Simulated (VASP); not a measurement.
# SiC (Moissanite 3C) (F-43m) in VASP: notebook

SiC (Moissanite 3C) is run at these levels: PBE; tasks: single point.

Program: VASP 6.6.1. These are calculated values, not measurements. Logs are shortened: lines on timing, memory, paths and dates and some standing lists are left out, and cuts for length are marked.

**The experiment to reproduce.**

“Insight into the structural, elastic and electronic properties of a new orthorhombic 6O-SiC polytype”, 2020, pmc:7200658 quotes, for a bulk crystal of SiC: band gap 2.4 eV (indirect).

The runs below are set against these values where they give the same quantity.

### Step 1. The cell of the first run

It takes space group F-43m (No. 216, cubic). The conventional cell has a = 4.284 Å, b = 4.284 Å, c = 4.284 Å, α = 90.00°, β = 90.00°, γ = 90.00°. Si (site symmetry -43m) has 4 C at 1.86 Å within 2.5 Å. Within 2.5 Å of C (site symmetry -43m) lie 4 Si at 1.86 Å.

### Step 2. Single point, PBE

Contents of INCAR:

```
ALGO = Normal
EDIFF = 1E-6
ENCUT = 520
GGA = PE
ISIF = 2
ISMEAR = -1
LASPH = T
LCHARG = F
LREAL = F
LWAVE = F
NBANDS = 11
NELM = 80
PREC = Accurate
SIGMA = 0.1
```

Contents of KPOINTS:

```
k-points
0
Gamma
  7 7 7
```

Contents of POSCAR:

```
SiC
1.0
    0.0000000000      2.1420606605      2.1420606605
    2.1420606605      0.0000000000      2.1420606605
    2.1420606605      2.1420606605      0.0000000000
Si C
1 1
Direct
    0.0000000000      0.0000000000      0.0000000000
    0.2500000000      0.2500000000      0.2500000000
```

Potentials or basis: VASP PAW PBE potentials, release 64 (Si, C).

Launch:

```bash
cat potpaw_PBE.64/Si/POTCAR potpaw_PBE.64/C/POTCAR > POTCAR
mpirun -np 1 vasp_std > vasp.out
```

OUTCAR:

```text
EDIFF = 1E-6
   ENCUT = 520
   GGA = PE
   ISIF = 2
   ISMEAR = -1
   LASPH = T
   LREAL = F
   NELM = 80
   PREC = Accurate

 ion  position               nearest neighbor table
   1  0.000  0.000  0.000-   2 1.86   2 1.86   2 1.86   2 1.86
   2  0.250  0.250  0.250-   1 1.86   1 1.86   1 1.86   1 1.86

  LATTYP: Found a face centered cubic cell.
 ALAT       =     4.2841213210

  Lattice vectors:

 A1 = (   0.0000000000,   2.1420606605,   2.1420606605)
 A2 = (   2.1420606605,   0.0000000000,   2.1420606605)
 A3 = (   2.1420606605,   2.1420606605,   0.0000000000)

Analysis of symmetry for initial positions (statically):
=====================================================================
 Subroutine PRICEL returns:
 Original cell was already a primitive cell.

 Routine SETGRP: Setting up the symmetry group for a
 face centered cubic supercell.

 Subroutine GETGRP returns: Found 24 space group operations
 (whereof 24 operations were pure point group operations)
 out of a pool of 48 trial point group operations.

The static configuration has the point symmetry T_d .

Analysis of symmetry for dynamics (positions and initial velocities):
=====================================================================
 Subroutine PRICEL returns:
 Original cell was already a primitive cell.

 Routine SETGRP: Setting up the symmetry group for a
 face centered cubic supercell.

 Subroutine GETGRP returns: Found 24 space group operations
 (whereof 24 operations were pure point group operations)
 out of a pool of 48 trial point group operations.

The dynamic configuration has the point symmetry T_d .

 Subroutine INISYM returns: Found 24 space group operations
 (whereof 24 operations are pure point group operations),
 and found     1 'primitive' translations

----------------------------------------------------------------------------------------

                                     Primitive cell

  volume of cell :      19.6574

  direct lattice vectors                    reciprocal lattice vectors
     0.000000000  2.142060660  2.142060660    -0.233420094  0.233420094  0.233420094
     2.142060660  0.000000000  2.142060660     0.233420094 -0.233420094  0.233420094
     2.142060660  2.142060660  0.000000000     0.233420094  0.233420094 -0.233420094

  length of vectors
     3.029331238  3.029331238  3.029331238     0.404295462  0.404295462  0.404295462

  position of ions in fractional coordinates (direct lattice)
     0.000000000  0.000000000  0.000000000
[... 80 lines left out ...]
   ISYM   =      2    0-nonsym 1-usesym 2-fastsym
   POTIM  = 0.5000    time-step for ionic-motion
   TEBEG  =    0.0;   TEEND  =   0.0 temperature during run
   PSTRESS=    0.0 pullay stress
   NELECT =       8.0000    total number of electrons
   NUPDOWN=      -1.0000    fix difference up-down
   EMIN   =  10.00;   EMAX   =-10.00  energy-range for DOS
   EFERMI =   0.00;   METHOD = LEGACY
   ISMEAR =    -1;   SIGMA  =   0.10  broadening in eV -4-tet -1-fermi 0-gaus
   EFERMI_NEDOS =   21; number of points for ismear=-14 and -15
   IALGO  =     38    algorithm
   IMIX   =      4    mixing-type and parameters
     AMIX     =   0.40;   BMIX     =  1.00
     AMIX_MAG =   1.60;   BMIX_MAG =  1.00
  volume/ion in A,a.u.               =       9.83        66.33
  Fermi-wavevector in a.u.,A,eV,Ry     =   1.213193  2.292601 20.025546  1.471836
  Thomas-Fermi vector in A             =   2.348652
   LORBIT       =      0    0 simple, 1 ext, 2 COOP (PROOUT), +10 PAW based schemes
   GGA     = PE    functional components
   LHFCALC =     F    Hartree Fock is set to
   AEXX    =    0.0000 exact exchange contribution
   IVDW    =     0    specifies the selected vdW correction
   LEPSILON=     F    determine dielectric tensor
   LRPA    =     F    only Hartree local field effects (RPA)
 non-spin polarized calculation
  energy-cutoff  :      520.00
  volume of cell :       19.66
 maximum number of plane-waves:       541
   NGX = 11   NGY = 11   NGZ = 11

 number of electron       7.9999999 magnetization

 Free energy of the ion-electron system (eV)
  ---------------------------------------------------
  ext. energy  EPLUGINS =         0.00000000
  ---------------------------------------------------
  free energy    TOTEN  =       -14.99379123 eV

  energy without entropy =      -14.99376546  energy(sigma->0) =      -14.99377835

 E-fermi :   9.4711     XC(G=0): -11.5810

 val. band max:        8.6955957967   @ k =   0.0000   0.0000   0.0000
 cond. band min:      10.2553696471   @ k =   0.4286   0.4286   0.0000
 fundamental gap:      1.5597738504
 Fermi energy:         9.4710627047

 k-point     1 :       0.0000    0.0000    0.0000
  band No.  band energies     occupation
      1      -7.1173      2.00000
      2       8.6956      1.99914
      3       8.6956      1.99914
      4       8.6956      1.99914
      5      15.5335      0.00000
      6      16.3668      0.00000
      7      16.3668      0.00000
      8      16.3668      0.00000
      9      23.5050      0.00000
     10      23.5050      0.00000
     11      25.9845      0.00000
[... 253 lines left out ...]
 k-point    20 :      -0.2857    0.4286    0.1429
  band No.  band energies     occupation
      1      -1.8120      2.00000
      2       1.5363      2.00000
      3       3.0006      2.00000
      4       4.9685      2.00000
      5      13.4613      0.00000
      6      17.6299      0.00000
      7      19.3602      0.00000
      8      20.0176      0.00000
      9      22.9419      0.00000
     10      25.8469      0.00000
     11      31.1295      0.00000

------------------------ aborting loop because EDIFF is reached ----------------------------------------

  FORCE on cell =-STRESS in cart. coord.  units (eV):
  Direction    XX          YY          ZZ          XY          YZ          ZX
  --------------------------------------------------------------------------------------
  -------------------------------------------------------------------------------------
  Total        1.9578476      1.9578476      1.9578476      0.0000000      0.0000000     -0.0000000
  in kB      159.5747516    159.5747516    159.5747516      0.0000000      0.0000000     -0.0000000
  external PRESSURE =     159.5747516 kB  Pullay stress =       0.0000000 kB

 VOLUME and BASIS-vectors are now :
 -----------------------------------------------------------------------------
  energy-cutoff  :      520.00
  volume of cell :       19.66
      direct lattice vectors                 reciprocal lattice vectors
     0.000000000  2.142060660  2.142060660    -0.233420094  0.233420094  0.233420094
     2.142060660  0.000000000  2.142060660     0.233420094 -0.233420094  0.233420094
     2.142060660  2.142060660  0.000000000     0.233420094  0.233420094 -0.233420094

 POSITION                                       TOTAL-FORCE (eV/Angst)
 -----------------------------------------------------------------------------------
      0.00000      0.00000      0.00000        -0.000000      0.000000     -0.000000
      1.07103      1.07103      1.07103         0.000000     -0.000000      0.000000
 -----------------------------------------------------------------------------------
    total drift:                                0.000000      0.000000      0.000000

  FREE ENERGIE OF THE ION-ELECTRON SYSTEM (eV)
  ---------------------------------------------------
  free  energy   TOTEN  =       -14.9937912301 eV

  energy  without entropy=      -14.9937654645  energy(sigma->0) =      -14.99377835
```

OSZICAR:

```text
N       E                     dE             d eps       ncg     rms          rms(c)
DAV:   1     0.435127776224E+01    0.43513E+01   -0.40643E+03   464   0.622E+02
DAV:   2    -0.163576360982E+02   -0.20709E+02   -0.19535E+02   576   0.110E+02
DAV:   3    -0.169974505317E+02   -0.63981E+00   -0.63883E+00   542   0.161E+01
DAV:   4    -0.169997939711E+02   -0.23434E-02   -0.23433E-02   515   0.122E+00
DAV:   5    -0.169998037812E+02   -0.98102E-05   -0.98099E-05   527   0.748E-02    0.937E+00
DAV:   6    -0.150691650094E+02    0.19306E+01   -0.65807E+00   491   0.117E+01    0.421E+00
DAV:   7    -0.150017328545E+02    0.67432E-01   -0.45569E-01   524   0.382E+00    0.188E+00
DAV:   8    -0.149935704791E+02    0.81624E-02   -0.21070E-02   506   0.972E-01    0.171E-01
DAV:   9    -0.149936860946E+02   -0.11562E-03   -0.15027E-03   537   0.226E-01    0.115E-01
DAV:  10    -0.149937890465E+02   -0.10295E-03   -0.21137E-04   509   0.902E-02    0.261E-02
DAV:  11    -0.149937908692E+02   -0.18227E-05   -0.35316E-05   521   0.317E-02    0.664E-03
DAV:  12    -0.149937912301E+02   -0.36092E-06   -0.15685E-06   355   0.770E-03
   1 F= -.14993791E+02 E0= -.14993778E+02  d E =-.257656E-04
```

stdout:

```text
POSCAR found type information on POSCAR SiC
 POSCAR found :  2 types and       2 ions
 scaLAPACK will be used
 LDA part: xc-table for (Slater+PW92), standard interpolation
 POSCAR, INCAR and KPOINTS ok, starting setup
 FFT: planning ... GRIDC
 FFT: planning ... GRID_SOFT
 FFT: planning ... GRID
 WAVECAR not read
 entering main loop
```

Run time: 10 s. Hardware: 1 thread of Intel Xeon 6975P-C, shared host; peak memory 0.1 GiB.

What came out:

| Item | Value |
| --- | --- |
| Free energy | -14.9938 eV |
| Pressure | 16.0 GPa |
| Band gap on the k mesh | 1.56 eV, indirect (least direct gap 4.73 eV) |

A k mesh can miss the band edges. As with any semilocal functional, this PBE gap is likely too small.

### Step 3. Single point, PBE

This run uses another cell than the first one, of 10.14 Å³/atom, 1.032 times its volume.

Contents of INCAR:

```
PREC = Accurate
ENCUT = 520
EDIFF = 1E-7
ISMEAR = -1
SIGMA = 0.1
LREAL = False
LASPH = True
NELM = 100
ALGO = Normal
ISIF = 2
LWAVE = False
LCHARG = False
GGA = PE
NBANDS = 11
```

Contents of KPOINTS:

```
Automatic mesh
0
Gamma
  7 7 7
```

Contents of POSCAR:

```
SiC
1.0
    0.0000000000      2.1643753983      2.1643753983
    2.1643753983      0.0000000000      2.1643753983
    2.1643753983      2.1643753983      0.0000000000
Si C
1 1
Direct
    0.0000000000      0.0000000000      0.0000000000
    0.2500000000      0.2500000000      0.2500000000
```

Potentials or basis: VASP PAW PBE potentials, release 64 (Si, C).

Launch:

```bash
cat potpaw_PBE.64/Si/POTCAR potpaw_PBE.64/C/POTCAR > POTCAR
mpirun -np 1 vasp_std > vasp.out
```

It took 11 s on 1 thread of Intel Xeon 6975P-C, shared host; peak memory 0.1 GiB.

Results (log left out):

```yaml
Free_energy: -15.0399 eV
Pressure: 8.0 GPa
Band_gap_on_the_k_mesh: 1.58 eV, indirect (least direct gap 4.70 eV)
```

Levels at points of the mesh, in eV from the valence-band top:
```csv
k point,band 1,band 2,band 3,band 4,band 5,band 6,band 7,band 8
"(0.00, 0.00, 0.00)",-15.56,0.00,0.00,0.00,6.47,7.45,7.45,7.45
```

A k mesh can miss the band edges.

### Step 4. Single point, PBE

This run uses another cell than the first one, of 10.45 Å³/atom, 1.063 times its volume.

Contents of INCAR:

```
SYSTEM = SiC
ALGO = Normal ; EDIFF = 1E-6
ENCUT = 520 ; GGA = PE
ISIF = 2 ; ISMEAR = -1
LASPH = .TRUE. ; LCHARG = .TRUE.
LELF = .TRUE. ; LREAL = .FALSE.
LVHAR = .TRUE. ; LWAVE = .FALSE.
NBANDS = 11 ; NELM = 100
PREC = Accurate ; SIGMA = 0.1
```

Contents of KPOINTS:

```
k-points
0
G
  7 7 7
  0 0 0
```

Contents of POSCAR:

```
SiC
1.0
    0.0000000000      2.1862392558      2.1862392558
    2.1862392558      0.0000000000      2.1862392558
    2.1862392558      2.1862392558      0.0000000000
Si C
1 1
Direct
    0.0000000000      0.0000000000      0.0000000000
    0.2500000000      0.2500000000      0.2500000000
```

Launch:

```bash
cat potpaw_PBE.64/Si/POTCAR potpaw_PBE.64/C/POTCAR > POTCAR
mpirun -np 1 vasp_std > vasp.out
```

Run time: 13 s. Hardware: 1 thread of Intel Xeon 6975P-C, shared host; peak memory 0.1 GiB.

The run converged. Its results:

| Quantity | Value |
| --- | --- |
| Free energy | -15.0572 eV |
| Pressure | 1.0 GPa |
| Band gap on the k mesh | 1.60 eV, indirect (least direct gap 4.66 eV) |

Levels at points of the mesh, in eV from the valence-band top:
| k point | band 1 | band 2 | band 3 | band 4 | band 5 | band 6 | band 7 | band 8 |
| --- | --- | --- | --- | --- | --- | --- | --- | --- |
| (0.00, 0.00, 0.00) | -15.33 | 0.00 | 0.00 | 0.00 | 6.12 | 7.24 | 7.24 | 7.24 |

### Step 5. Single point, PBE

This run uses another cell than the first one, of 10.76 Å³/atom, 1.095 times its volume.

Contents of INCAR:

```
PREC     = Accurate       # precision mode
ENCUT    = 520            # plane-wave cutoff, eV
EDIFF    = 1E-6           # SCF threshold, eV
ISMEAR   = -1             # smearing method
SIGMA    = 0.1            # smearing width, eV
LREAL    = F              # projectors in reciprocal space
LASPH    = T              # aspherical terms in the spheres
NELM     = 100            # most SCF steps
ALGO     = Normal         # electronic algorithm
ISIF     = 2              # what is computed and relaxed
LWAVE    = F              # write WAVECAR
LCHARG   = F              # write CHGCAR
GGA      = PE             # functional
NBANDS   = 11             # bands
```

Contents of KPOINTS:

```
Automatic mesh
0
Gamma
  7 7 7
```

Contents of POSCAR:

```
SiC
1.0
    0.0000000000      2.2076743409      2.2076743409
    2.2076743409      0.0000000000      2.2076743409
    2.2076743409      2.2076743409      0.0000000000
Si C
1 1
Direct
    0.0000000000      0.0000000000      0.0000000000
    0.2500000000      0.2500000000      0.2500000000
```

Potentials or basis: VASP PAW PBE potentials, release 64 (Si, C).

Launch:

```bash
cat potpaw_PBE.64/Si/POTCAR potpaw_PBE.64/C/POTCAR > POTCAR
mpirun -np 1 vasp_std > vasp.out
```

OUTCAR:

```text
PREC = Accurate
   ENCUT = 520
   EDIFF = 1E-6
   ISMEAR = -1
   LREAL = F
   LASPH = T
   NELM = 100
   ISIF = 2
   GGA = PE

 ion  position               nearest neighbor table
   1  0.000  0.000  0.000-   2 1.91   2 1.91   2 1.91   2 1.91
   2  0.250  0.250  0.250-   1 1.91   1 1.91   1 1.91   1 1.91

  LATTYP: Found a face centered cubic cell.
 ALAT       =     4.4153486818

  Lattice vectors:

[... 456 lines left out ...]
     10      23.9376      0.00000
     11      28.4488      0.00000

------------------------ aborting loop because EDIFF is reached ----------------------------------------

  FORCE on cell =-STRESS in cart. coord.  units (eV):
  Direction    XX          YY          ZZ          XY          YZ          ZX
  --------------------------------------------------------------------------------------
  -------------------------------------------------------------------------------------
  Total       -0.6653043     -0.6653043     -0.6653043      0.0000000      0.0000000      0.0000000
  in kB      -49.5331440    -49.5331440    -49.5331440      0.0000000      0.0000000      0.0000000
  external PRESSURE =     -49.5331440 kB  Pullay stress =       0.0000000 kB

 VOLUME and BASIS-vectors are now :
 -----------------------------------------------------------------------------
  energy-cutoff  :      520.00
  volume of cell :       21.52
      direct lattice vectors                 reciprocal lattice vectors
     0.000000000  2.207674341  2.207674341    -0.226482679  0.226482679  0.226482679
     2.207674341  0.000000000  2.207674341     0.226482679 -0.226482679  0.226482679
     2.207674341  2.207674341  0.000000000     0.226482679  0.226482679 -0.226482679

 POSITION                                       TOTAL-FORCE (eV/Angst)
 -----------------------------------------------------------------------------------
      0.00000      0.00000      0.00000         0.000000     -0.000000     -0.000000
      1.10384      1.10384      1.10384         0.000000      0.000000      0.000000
 -----------------------------------------------------------------------------------
    total drift:                                0.000000      0.000000      0.000000

  FREE ENERGIE OF THE ION-ELECTRON SYSTEM (eV)
  ---------------------------------------------------
  free  energy   TOTEN  =       -15.0494687509 eV

  energy  without entropy=      -15.0494491686  energy(sigma->0) =      -15.04945896
```

OSZICAR:

```text
N       E                     dE             d eps       ncg     rms          rms(c)
DAV:   1     0.327299434114E+01    0.32730E+01   -0.39229E+03   448   0.612E+02
DAV:   2    -0.161202933209E+02   -0.19393E+02   -0.18497E+02   543   0.106E+02
DAV:   3    -0.167977630249E+02   -0.67747E+00   -0.67600E+00   533   0.168E+01
DAV:   4    -0.168005360357E+02   -0.27730E-02   -0.27729E-02   519   0.135E+00
DAV:   5    -0.168005482547E+02   -0.12219E-04   -0.12220E-04   533   0.808E-02    0.842E+00
DAV:   6    -0.150948310713E+02    0.17057E+01   -0.64284E+00   491   0.111E+01    0.370E+00
DAV:   7    -0.150566950987E+02    0.38136E-01   -0.34458E-01   524   0.338E+00    0.172E+00
DAV:   8    -0.150492607667E+02    0.74343E-02   -0.20101E-02   500   0.941E-01    0.173E-01
DAV:   9    -0.150493457705E+02   -0.85004E-04   -0.18028E-03   560   0.236E-01    0.111E-01
DAV:  10    -0.150494656293E+02   -0.11986E-03   -0.27100E-04   485   0.984E-02    0.269E-02
DAV:  11    -0.150494682743E+02   -0.26449E-05   -0.49865E-05   521   0.359E-02    0.705E-03
DAV:  12    -0.150494687509E+02   -0.47657E-06   -0.22810E-06   475   0.896E-03
   1 F= -.15049469E+02 E0= -.15049459E+02  d E =-.195823E-04
```

stdout:

```text
POSCAR found type information on POSCAR SiC
 POSCAR found :  2 types and       2 ions
 scaLAPACK will be used
 LDA part: xc-table for (Slater+PW92), standard interpolation
 POSCAR, INCAR and KPOINTS ok, starting setup
 FFT: planning ... GRIDC
 FFT: planning ... GRID_SOFT
 FFT: planning ... GRID
 WAVECAR not read
 entering main loop
```

Wall time 12 s (1 thread of Intel Xeon 6975P-C, shared host); peak memory 0.1 GiB.

What came out:

* Free energy: -15.0495 eV
* Pressure: -5.0 GPa
* Band gap on the k mesh: 1.62 eV, indirect (least direct gap 4.62 eV)

Levels at points of the mesh, in eV from the valence-band top:
```
           k point  band 1  band 2  band 3  band 4  band 5  band 6  band 7  band 8
(0.00, 0.00, 0.00)  -15.10    0.00    0.00    0.00    5.78    7.04    7.04    7.04
```

A k mesh can miss the band edges. A hybrid or GW would open this gap; PBE tends to underestimate it.

### Step 6. Single point, PBE

This run uses another cell than the first one, of 11.07 Å³/atom, 1.126 times its volume.

Contents of INCAR:

```
PREC = Accurate
ENCUT = 520
EDIFF = 1E-6
ISMEAR = -1
SIGMA = 0.1
LREAL = F
LASPH = T
NELM = 80
ALGO = Normal
ISIF = 2
LWAVE = F
LCHARG = F
GGA = PE
NBANDS = 11
```

KPOINTS is that of step 5.

Contents of POSCAR:

```
SiC
1.0
    0.0000000000      2.2287010763      2.2287010763
    2.2287010763      0.0000000000      2.2287010763
    2.2287010763      2.2287010763      0.0000000000
Si C
1 1
Direct
    0.0000000000      0.0000000000      0.0000000000
    0.2500000000      0.2500000000      0.2500000000
```

Potentials or basis: VASP PAW PBE potentials, release 64 (Si, C).

Launch:

```bash
cat potpaw_PBE.64/Si/POTCAR potpaw_PBE.64/C/POTCAR > POTCAR
mpirun -np 1 vasp_std > vasp.out
```

Wall time 13 s (1 thread of Intel Xeon 6975P-C, shared host); peak memory 0.1 GiB.

The run converged. Its results:

* Free energy: -15.0202 eV
* Pressure: -10.1 GPa
* Band gap on the k mesh: 1.63 eV, indirect (least direct gap 4.59 eV)

Levels at points of the mesh, in eV from the valence-band top:
```csv
k point,band 1,band 2,band 3,band 4,band 5,band 6,band 7,band 8
"(0.00, 0.00, 0.00)",-14.88,0.00,0.00,0.00,5.45,6.85,6.85,6.85
```

A k mesh can miss the band edges. As with any semilocal functional, this PBE gap is likely too small.

### Step 7. Summary

```csv
cell,gap on the mesh (eV),pressure (GPa)
"a = 3.029 Å, angles 60.0°, 2 atoms",1.56,16.0
"a = 3.061 Å, angles 60.0°, 2 atoms",1.58,8.0
"a = 3.092 Å, angles 60.0°, 2 atoms",1.60,1.0
"a = 3.122 Å, angles 60.0°, 2 atoms",1.62,-5.0
"a = 3.152 Å, angles 60.0°, 2 atoms",1.63,-10.1
```

Alike in all rows: task single point; level PBE; potentials or basis VASP PAW PBE potentials, release 64 (Si, C); no spin polarisation; k mesh 7 × 7 × 7; cutoff (eV) 520; smearing fermi-dirac 0.1 eV.

Total energies depend on the potentials used, so only differences within one code and one set of settings carry meaning.

### Step 8. How close it comes

Step 4. A measured gap of SiC is 2.4 eV (indirect; quoted in “Insight into the structural, elastic and electronic properties of a new orthorhombic 6O-SiC polytype”, 2020, pmc:7200658); the calculated 1.60 eV misses it by -0.80 eV. The value is that of PBE on a finite k mesh, which can miss the band edges, without temperature or zero-point motion. Semilocal functionals fall short of measured gaps as a rule.
